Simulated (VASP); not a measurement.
Write the native input for VASP 6.6.1 that does the following.

```
Task                   : single point
Functional             : PBE
Potentials or basis    : VASP PAW PBE potentials, release 64 (Ti_sv)
Cutoff                 : 520 eV
k mesh                 : 12 × 12 × 7
Occupations            : fermi-dirac, width 0.05 eV
Spin                   : collinear spin, ferromagnetic start
Starting moments       : [1.0, 1.0] μB
Dipole correction      : no
Further INCAR settings : ALGO = Normal; EDIFF = 1e-06; NBANDS = 23
```

The structure of Ti lies in POSCAR:

```
Ti
1.0
    2.9388916155      0.0000000000      0.0000000000
   -1.4694458078      2.5451547980      0.0000000000
    0.0000000000      0.0000000000      4.6516165707
Ti
2
Direct
    0.3333333333      0.6666666667      0.2500000000
    0.6666666667      0.3333333333      0.7500000000
```

One way to write it, as run:

INCAR

```
PREC = Accurate ; ENCUT = 520
EDIFF = 1E-6 ; ISMEAR = -1
SIGMA = 0.05 ; LREAL = False
LASPH = True ; NELM = 150
ALGO = Normal ; ISIF = 2
LWAVE = False ; LCHARG = False
ISPIN = 2 ; MAGMOM = 1 1
LORBIT = 11 ; LMAXMIX = 4
GGA = PE ; NBANDS = 23
```

KPOINTS

```
regular mesh
0
Gamma
  12 12 7
```

Potentials or basis: VASP PAW PBE potentials, release 64 (Ti_sv).

Launch:

```bash
$ cat potpaw_PBE.64/Ti_sv/POTCAR > POTCAR
$ mpirun -np 1 vasp_std > vasp.out
```

Results of the run:

| Property | Result |
| --- | --- |
| Pressure | -0.2 GPa |
| Band gap on the k mesh | zero (filled and empty bands overlap) |
| Net moment | 0.00 μB per cell |
| Valence electrons inside the program's atomic spheres | Ti 10.25 |

It took 51 s on 1 thread of Intel Xeon 6975P-C (shared host), peak memory 0.22 GiB.
